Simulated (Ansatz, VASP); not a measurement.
**Te7Pb8 in VASP and in Ansatz**

The input INCAR:

```
SYSTEM = Te7Pb8
ALGO = Normal
EDIFF = 1E-6
ENCUT = 400
GGA = PS
GGA_COMPAT = .FALSE.
ISIF = 2
ISMEAR = -1
LASPH = .TRUE.
LCHARG = .FALSE.
LREAL = .FALSE.
LWAVE = .FALSE.
NBANDS = 90
NELM = 120
PREC = Accurate
SIGMA = 0.02
```

KPOINTS

```
k-points
0
G
  2 2 2
  0 0 0
```

Contents of POSCAR:

```
Te7Pb8
1.0
    0.0000000000      6.4620000000      6.4620000000
    6.4620000000      0.0000000000      6.4620000000
    6.4620000000      6.4620000000      0.0000000000
Pb Te
8 7
Direct
    0.0000000000      0.0000000000      0.0000000000
    0.0000000000      0.0000000000      0.5000000000
    0.0000000000      0.5000000000      0.0000000000
    0.0000000000      0.5000000000      0.5000000000
    0.5000000000      0.0000000000      0.0000000000
    0.5000000000      0.0000000000      0.5000000000
    0.5000000000      0.5000000000      0.0000000000
    0.5000000000      0.5000000000      0.5000000000
    0.2500000000      0.2500000000      0.7500000000
    0.2500000000      0.7500000000      0.2500000000
    0.2500000000      0.7500000000      0.7500000000
    0.7500000000      0.2500000000      0.2500000000
    0.7500000000      0.2500000000      0.7500000000
    0.7500000000      0.7500000000      0.2500000000
    0.7500000000      0.7500000000      0.7500000000
```

Input for Ansatz:

```yaml
crystal:
  lattice:
    - [0.0, 3.231, 3.231]
    - [3.231, 0.0, 3.231]
    - [3.231, 3.231, 0.0]
  atoms:
    - { symbol: Te, position: [0.5, 0.5, 0.5] }
    - { symbol: Pb, position: [0.0, 0.0, 0.0] }
  supercell: [2, 2, 2]
  defects:
    - { vacancy: 0 }
basis:
  ecutwfc: 571.4391111657479
kpoints:
  mp_grid:
    grid: [2, 2, 2]
hamiltonian:
  xc: pbesol
  pseudopotentials:
    kind: paw
scf:
  occupations:
    method: fermi_dirac
    width: 0.02
output:
  forces: true
  eigenvalues: true
```

Alike in both runs: task single point; functional PBEsol; k mesh 2 × 2 × 2; occupations fermi-dirac, width 0.02 eV; no spin polarisation.

|  | VASP | Ansatz |
| --- | --- | --- |
| version | VASP 6.6.1 | Ansatz 0.2.0 |
| potentials or method | VASP PAW PBE potentials, release 64 (Pb_d, Te), cutoff 400 eV | plane waves, PAW |
| valence electrons in the cell | 154 | 224 |

|  | VASP | Ansatz | Ansatz less VASP |
| --- | --- | --- | --- |
| gap on the k mesh at the Fermi level (eV) | none | none | - |
| rms of the force components (eV/Å) | 0.039 | 0.038 | -0.0005 |

VASP's potentials were made for PBE, not for PBEsol. A gap of «none» marks a metal or a gap that the smearing closes. VASP's potentials hold 154 valence electrons a cell and Ansatz's 224, so a difference there can come from the potentials and not from the codes.

The k mesh is coarse, so the values compare programs but aren't converged. Neither program's run includes spin-orbit coupling.
